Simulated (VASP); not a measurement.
# GeN (Cmmm) in VASP: notebook

GeN is run at these levels: PBE; tasks: single point, relaxation of cell and atoms.

All numbers are computed with VASP 6.6.1; they aren't measurements. Logs are shortened: lines on timing, memory, paths and dates and some standing lists are left out, and cuts for length are marked.

### 1 The cell of the first run

Symmetry: Cmmm, No. 65, orthorhombic system. Conventional cell: a = 5.577 Å, b = 8.668 Å, c = 3.066 Å, α = 90.00°, β = 90.00°, γ = 90.00°. Within 2.6 Å of Ge (site symmetry m2m) lie 2 N at 1.96 Å. Within 1.8 Å of N (site symmetry m2m) lie 1 N at 1.33 Å.

### 2 Single point, PBE

Contents of INCAR:

```
SYSTEM = GeN
  PREC = Accurate
  ENCUT = 520
  EDIFF = 1E-6
  ISMEAR = 0
  SIGMA = 0.1
  LREAL = .FALSE.
  LASPH = .TRUE.
  NELM = 100
  ALGO = Normal
  ISIF = 2
  LWAVE = .FALSE.
  LCHARG = .FALSE.
  GGA = PE
  NBANDS = 27
```

Contents of KPOINTS:

```
regular mesh
0
G
  10 10 16
  0 0 0
```

Contents of POSCAR:

```
GeN
1.0
    2.7883806577     -4.3340152349      0.0000000000
    2.7883806577      4.3340152349      0.0000000000
    0.0000000000      0.0000000000      3.0658791663
Ge N
2 2
Direct
    0.2169270094      0.7830729906      0.0000000000
    0.7830729906      0.2169270094      0.0000000000
    0.0768466205      0.9231533795      0.5000000000
    0.9231533795      0.0768466205      0.5000000000
```

Potentials or basis: VASP PAW PBE potentials, release 64 (Ge_d, N).

On the command line:

```console
> cat potpaw_PBE.64/Ge_d/POTCAR potpaw_PBE.64/N/POTCAR > POTCAR
> mpirun -np 1 vasp_std > vasp.out
```

OUTCAR:

```text
SYSTEM = GeN
   PREC = Accurate
   ENCUT = 520
   EDIFF = 1E-6
   ISMEAR = 0
   LREAL = .FALSE.
   LASPH = .TRUE.
   NELM = 100
   ISIF = 2
   GGA = PE

 ion  position               nearest neighbor table
   1  0.217  0.783  0.000-   3 1.96   3 1.96   2 2.85   2 2.85
   2  0.783  0.217  0.000-   4 1.96   4 1.96   1 2.85   1 2.85
   3  0.077  0.923  0.500-   4 1.33   1 1.96   1 1.96
   4  0.923  0.077  0.500-   3 1.33   2 1.96   2 1.96

  LATTYP: Found a base centered orthorhombic cell.
 ALAT       =     5.5767613154
 B/A-ratio  =     1.5543126162
 C/A-ratio  =     0.5497597966

  Lattice vectors:

 A1 = (   2.7883806577,  -4.3340152349,   0.0000000000)
 A2 = (   2.7883806577,   4.3340152349,   0.0000000000)
 A3 = (   0.0000000000,   0.0000000000,   3.0658791663)

Analysis of symmetry for initial positions (statically):
=====================================================================
 Subroutine PRICEL returns:
 Original cell was already a primitive cell.

 Routine SETGRP: Setting up the symmetry group for a
 base centered orthorhombic supercell.

 Subroutine GETGRP returns: Found  8 space group operations
 (whereof  8 operations were pure point group operations)
 out of a pool of  8 trial point group operations.

The static configuration has the point symmetry D_2h.

Analysis of symmetry for dynamics (positions and initial velocities):
=====================================================================
 Subroutine PRICEL returns:
 Original cell was already a primitive cell.

 Routine SETGRP: Setting up the symmetry group for a
 base centered orthorhombic supercell.

 Subroutine GETGRP returns: Found  8 space group operations
 (whereof  8 operations were pure point group operations)
 out of a pool of  8 trial point group operations.

The dynamic configuration has the point symmetry D_2h.

 Subroutine INISYM returns: Found  8 space group operations
 (whereof  8 operations are pure point group operations),
 and found     1 'primitive' translations

----------------------------------------------------------------------------------------

                                     Primitive cell

  volume of cell :      74.1016

  direct lattice vectors                    reciprocal lattice vectors
     2.788380658 -4.334015235  0.000000000     0.179315546 -0.115366461  0.000000000
     2.788380658  4.334015235  0.000000000     0.179315546  0.115366461  0.000000000
     0.000000000  0.000000000  3.065879166     0.000000000  0.000000000  0.326170715

  length of vectors
     5.153518676  5.153518676  3.065879166     0.213221681  0.213221681  0.326170715

  position of ions in fractional coordinates (direct lattice)
     0.216927009  0.783072991  0.000000000
     0.783072991  0.216927009  0.000000000
     0.076846620  0.923153380  0.500000000
     0.923153380  0.076846620  0.500000000

  ion indices of the primitive-cell ions
   primitive index   ion index
                 1           1
                 2           2
                 3           3
                 4           4

----------------------------------------------------------------------------------------

 KPOINTS: regular mesh

Automatic generation of k-mesh.
 Grid dimensions read from file:
 generate k-points for:   10   10   16

 Generating k-lattice:

  Cartesian coordinates                     Fractional coordinates (reciprocal lattice)
     0.017931555 -0.011536646  0.000000000     0.100000000  0.000000000  0.000000000
     0.017931555  0.011536646  0.000000000     0.000000000  0.100000000  0.000000000
     0.000000000  0.000000000  0.020385670     0.000000000  0.000000000  0.062500000

  Length of vectors
     0.021322168  0.021322168  0.020385670

  Shift w.r.t. Gamma in fractional coordinates (k-lattice)
     0.000000000  0.000000000  0.000000000

 Subroutine IBZKPT returns following result:
 ===========================================

 Found    279 irreducible k-points:

 Following reciprocal coordinates:
            Coordinates               Weight
  0.000000  0.000000  0.000000      1.000000
  0.100000 -0.000000  0.000000      4.000000
  0.200000 -0.000000  0.000000      4.000000
  0.300000  0.000000  0.000000      4.000000
  0.400000 -0.000000  0.000000      4.000000
  0.500000 -0.000000  0.000000      2.000000
[... 16 lines left out ...]
  0.300000  0.300000  0.000000      2.000000
  0.400000  0.300000  0.000000      4.000000
 [... further k-points ...]
   k-points           NKPTS =    279   k-points in BZ     NKDIM =    279   number of bands    NBANDS=     27
   number of dos      NEDOS =    301   number of ions     NIONS =      4
   total plane-waves  NPLWV =  38400
   dimension x,y,z NGX =    40 NGY =   40 NGZ =   24
   dimension x,y,z NGXF=    80 NGYF=   80 NGZF=   48
   ions per type =               2   2
   NGX,Y,Z   is equivalent  to a cutoff of  12.90, 12.90, 13.01 a.u.
   NGXF,Y,Z  is equivalent  to a cutoff of  25.81, 25.81, 26.03 a.u.
 SYSTEM =  GeN
   PREC   = accura    normal or accurate (medium, high low for compatibility)
   ISTART =      0    job   : 0-new  1-cont  2-samecut
   ICHARG =      2    charge: 1-file 2-atom 10-const
   ISPIN  =      1    spin polarized calculation?
   LNONCOLLINEAR =      F non collinear calculations
   LSORBIT =      F    spin-orbit coupling
   LASPH  =      T    aspherical Exc in radial PAW
   ENCUT  =  520.0 eV  38.22 Ry    6.18 a.u.   9.58  9.58  5.70*2*pi/ulx,y,z
   NELM   =    100;   NELMIN=  2; NELMDL= -5     # of ELM steps
   EDIFF  = 0.1E-05   stopping-criterion for ELM
   LREAL  =      F    real-space projection
   EDIFFG = 0.1E-04   stopping-criterion for IOM
   NSW    =      0    number of steps for IOM
   IBRION =     -1    ionic relax: 0-MD 1-quasi-New 2-CG
   NFREE  =      0    steps in history (QN), initial steepest desc. (CG)
   ISIF   =      2    stress and relaxation
   ISYM   =      2    0-nonsym 1-usesym 2-fastsym
   POTIM  = 0.5000    time-step for ionic-motion
   TEBEG  =    0.0;   TEEND  =   0.0 temperature during run
   PSTRESS=    0.0 pullay stress
   NELECT =      38.0000    total number of electrons
   NUPDOWN=      -1.0000    fix difference up-down
   EMIN   =  10.00;   EMAX   =-10.00  energy-range for DOS
   EFERMI =   0.00;   METHOD = LEGACY
   ISMEAR =     0;   SIGMA  =   0.10  broadening in eV -4-tet -1-fermi 0-gaus
   EFERMI_NEDOS =   21; number of points for ismear=-14 and -15
   IALGO  =     38    algorithm
   IMIX   =      4    mixing-type and parameters
     AMIX     =   0.40;   BMIX     =  1.00
     AMIX_MAG =   1.60;   BMIX_MAG =  1.00
  volume/ion in A,a.u.               =      18.53       125.02
  Fermi-wavevector in a.u.,A,eV,Ry     =   1.310369  2.476238 23.362104  1.717066
  Thomas-Fermi vector in A             =   2.440904
   LORBIT       =      0    0 simple, 1 ext, 2 COOP (PROOUT), +10 PAW based schemes
   GGA     = PE    functional components
   LHFCALC =     F    Hartree Fock is set to
   AEXX    =    0.0000 exact exchange contribution
   IVDW    =     0    specifies the selected vdW correction
   LEPSILON=     F    determine dielectric tensor
   LRPA    =     F    only Hartree local field effects (RPA)
 non-spin polarized calculation
 Gauss-broadening in eV      SIGMA  =   0.10
  energy-cutoff  :      520.00
  volume of cell :       74.10
 maximum number of plane-waves:      2012
 NGX is ok and might be reduce to    40
   NGX = 19   NGY = 19   NGZ = 11

 number of electron      38.0000008 magnetization

 Free energy of the ion-electron system (eV)
  ---------------------------------------------------
  ext. energy  EPLUGINS =         0.00000000
  ---------------------------------------------------
  free energy    TOTEN  =       -23.77247005 eV

  energy without entropy =      -23.76656819  energy(sigma->0) =      -23.76951912

 E-fermi :   3.3592     XC(G=0):  -9.0809

 val. band max:        3.3561051775   @ k =   0.3000   0.1000   0.3750
 cond. band min:       3.3646821105   @ k =  -0.4000   0.4000   0.0000
 fundamental gap:      0.0085769330
 Fermi energy:         3.3592258046

 k-point     1 :       0.0000    0.0000    0.0000
  band No.  band energies     occupation
      1     -21.4006      2.00000
      2     -21.3226      2.00000
      3     -21.2608      2.00000
      4     -21.2510      2.00000
      5     -21.2477      2.00000
      6     -21.2228      2.00000
[... 19 lines left out ...]
     26      11.5603      0.00000
     27      12.6061      0.00000

 k-point     2 :       0.1000   -0.0000    0.0000
  band No.  band energies     occupation
      1     -21.3985      2.00000
      2     -21.3241      2.00000
      3     -21.2600      2.00000
      4     -21.2512      2.00000
      5     -21.2474      2.00000
      6     -21.2239      2.00000
[... 19 lines left out ...]
     26      10.9946      0.00000
     27      12.5715      0.00000

 k-point     3 :       0.2000   -0.0000    0.0000
  band No.  band energies     occupation
      1     -21.3925      2.00000
      2     -21.3286      2.00000
      3     -21.2576      2.00000
      4     -21.2516      2.00000
      5     -21.2466      2.00000
      6     -21.2254      2.00000
[... 19 lines left out ...]
     26      10.8210      0.00000
     27      12.5133      0.00000

 k-point     4 :       0.3000    0.0000    0.0000
  band No.  band energies     occupation
      1     -21.3833      2.00000
      2     -21.3361      2.00000
      3     -21.2549      2.00000
      4     -21.2513      2.00000
      5     -21.2455      2.00000
      6     -21.2279      2.00000
[... 19 lines left out ...]
     26      11.3108      0.00000
     27      12.5576      0.00000
[... 516 lines left out ...]
      4     -21.2524      2.00000
      5     -21.2463      2.00000
      6     -21.2200      2.00000
[... 19 lines left out ...]
     26      11.8328      0.00000
     27      12.7750      0.00000

 k-point    23 :       0.3000    0.3000    0.0000
  band No.  band energies     occupation
      1     -21.3643      2.00000
      2     -21.3529      2.00000
      3     -21.2550      2.00000
      4     -21.2471      2.00000
      5     -21.2448      2.00000
      6     -21.2328      2.00000
[... 19 lines left out ...]
     26      11.8448      0.00000
     27      11.8908      0.00000

 k-point    24 :       0.4000    0.3000    0.0000
  band No.  band energies     occupation
      1     -21.3745      2.00000
      2     -21.3431      2.00000
      3     -21.2564      2.00000
      4     -21.2496      2.00000
      5     -21.2460      2.00000
      6     -21.2277      2.00000
[... 19 lines left out ...]
     26      11.6998      0.00000
     27      11.9092      0.00000

 [... further k-points ...]

------------------------ aborting loop because EDIFF is reached ----------------------------------------

  FORCE on cell =-STRESS in cart. coord.  units (eV):
  Direction    XX          YY          ZZ          XY          YZ          ZX
  --------------------------------------------------------------------------------------
  -------------------------------------------------------------------------------------
  Total       -0.0160317      0.0688146     -0.1230488      0.0000000      0.0000000      0.0000000
  in kB       -0.3466281      1.4878654     -2.6604831      0.0000000      0.0000000      0.0000000
  external PRESSURE =      -0.5064152 kB  Pullay stress =       0.0000000 kB

 VOLUME and BASIS-vectors are now :
 -----------------------------------------------------------------------------
  energy-cutoff  :      520.00
  volume of cell :       74.10
      direct lattice vectors                 reciprocal lattice vectors
     2.788380658 -4.334015235  0.000000000     0.179315546 -0.115366461  0.000000000
     2.788380658  4.334015235  0.000000000     0.179315546  0.115366461  0.000000000
     0.000000000  0.000000000  3.065879166     0.000000000  0.000000000  0.326170715

 POSITION                                       TOTAL-FORCE (eV/Angst)
 -----------------------------------------------------------------------------------
      2.78838      2.45369      0.00000         0.000000      0.008616      0.000000
      2.78838     -2.45369      0.00000         0.000000     -0.008616     -0.000000
      2.78838      3.66791      1.53294         0.000000     -0.091571     -0.000000
      2.78838     -3.66791      1.53294         0.000000      0.091571     -0.000000
 -----------------------------------------------------------------------------------
    total drift:                                0.000000      0.000000     -0.000000

  FREE ENERGIE OF THE ION-ELECTRON SYSTEM (eV)
  ---------------------------------------------------
  free  energy   TOTEN  =       -23.7724700490 eV

  energy  without entropy=      -23.7665681918  energy(sigma->0) =      -23.76951912
```

It took 7.1 min on 1 thread of Intel Xeon Platinum 8259CL at 2.50GHz (Skylake/Cascade Lake), shared host; peak memory 0.53 GiB.

Results:

```yaml
Free_energy: -23.7725 eV
Pressure: -0.1 GPa
Largest_force: 0.092 eV/Å
Band_gap_on_the_k_mesh: zero (band 19 reaches 3.57 eV, above the bottom of band 20 at 2.72 eV)
```

Forces on the atoms (eV/Å):
```
Ge   0.000  0.009  0.000
Ge   0.000 -0.009  0.000
N    0.000 -0.092  0.000
N    0.000  0.092  0.000
```

(Part 1 of 3 ends here.)
